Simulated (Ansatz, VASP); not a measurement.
**One calculation of LiF, two programs**

File INCAR:

```
SYSTEM = LiF
  PREC = Accurate
  ENCUT = 600
  EDIFF = 1E-7
  ISMEAR = 0
  SIGMA = 0.1
  LREAL = Auto
  LASPH = .True.
  NELM = 60
  ALGO = Normal
  ISIF = 3
  LWAVE = .False.
  LCHARG = .False.
  GGA = PE
  IBRION = 2
  NSW = 90
  EDIFFG = -0.04
```

The input KPOINTS:

```
regular mesh
0
Gamma
  4 4 2
  0 0 0
```

File POSCAR:

```
LiF
1.0
    3.7429119200      0.0000000000      0.0000000000
    0.0000000000      3.7429119200      0.0000000000
    0.0000000000      0.0000000000     11.3095209800
Li F
8 8
Direct
    0.4320251100      0.8838957300      0.9385768200
    0.3838957300      0.0679748900      0.1885768200
    0.0679748900      0.3838957300      0.8114231800
    0.8838957300      0.4320251100      0.0614231800
    0.5679748900      0.1161042700      0.4385768200
    0.6161042700      0.9320251100      0.6885768200
    0.9320251100      0.6161042700      0.3114231800
    0.1161042700      0.5679748900      0.5614231800
    0.0679748900      0.6161042700      0.9385768200
    0.1161042700      0.4320251100      0.1885768200
    0.4320251100      0.1161042700      0.8114231800
    0.6161042700      0.0679748900      0.0614231800
    0.9320251100      0.3838957300      0.4385768200
    0.8838957300      0.5679748900      0.6885768200
    0.5679748900      0.8838957300      0.3114231800
    0.3838957300      0.9320251100      0.5614231800
```

Input for Ansatz:

```yaml
crystal:
  lattice:
    - [3.74291192, 0.0, 0.0]
    - [0.0, 3.74291192, 0.0]
    - [0.0, 0.0, 11.30952098]
  atoms:
    - { symbol: Li, position: [0.43202511, 0.88389573, 0.93857682] }
    - { symbol: Li, position: [0.38389573, 0.06797489, 0.18857682] }
    - { symbol: Li, position: [0.06797489, 0.38389573, 0.81142318] }
    - { symbol: Li, position: [0.88389573, 0.43202511, 0.06142318] }
    - { symbol: Li, position: [0.56797489, 0.11610427, 0.43857682] }
    - { symbol: Li, position: [0.61610427, 0.93202511, 0.68857682] }
    - { symbol: Li, position: [0.93202511, 0.61610427, 0.31142318] }
    - { symbol: Li, position: [0.11610427, 0.56797489, 0.56142318] }
    - { symbol: F, position: [0.06797489, 0.61610427, 0.93857682] }
    - { symbol: F, position: [0.11610427, 0.43202511, 0.18857682] }
    - { symbol: F, position: [0.43202511, 0.11610427, 0.81142318] }
    - { symbol: F, position: [0.61610427, 0.06797489, 0.06142318] }
    - { symbol: F, position: [0.93202511, 0.38389573, 0.43857682] }
    - { symbol: F, position: [0.88389573, 0.56797489, 0.68857682] }
    - { symbol: F, position: [0.56797489, 0.88389573, 0.31142318] }
    - { symbol: F, position: [0.38389573, 0.93202511, 0.56142318] }
basis:
  ecutwfc: 420
kpoints:
  mp_grid: { grid: [4, 4, 2] }
hamiltonian:
  xc: pbe
scf:
  occupations: { method: gaussian, width: 0.1 }
  lower_state_search: "off"
output:
  forces: true
  stress: true
  eigenvalues: true
relax:
  adjacent_minimum: "off"
  f_tol: 0.04
  max_steps: 70
  cell: { stress_tol: 0.4 }
```

Alike in both runs: task relaxation of cell and atoms; functional PBE; k mesh 4 × 4 × 2; occupations gaussian, width 0.1 eV; no spin polarisation.

```csv
,VASP,Ansatz
version,VASP 6.6.1,Ansatz 0.2.0
potentials or method,"VASP PAW PBE potentials, release 64 (Li_sv, F), cutoff 600 eV","scalar-relativistic, plane waves, PAW"
valence electrons in the cell,80,80
```

|  | VASP | Ansatz | Ansatz less VASP |
| --- | --- | --- | --- |
| gap on the k mesh at the Fermi level, each at its own relaxed structure (eV) | 7.87 | 8.84 | +0.973 |
| relaxed volume (Å³/atom) | 9.44 | 8.40 | -1.040 |
| relaxed length of the cell vector where the two differ most in proportion (Å) | 14.199 | 16.197 | +1.9976 |

One of these differences is far larger than is usual between the two programs; its cause wasn't traced.

Noted on VASP's run: the cutoff is under 1.25 times that of the potentials, so the pressure is a little rough.
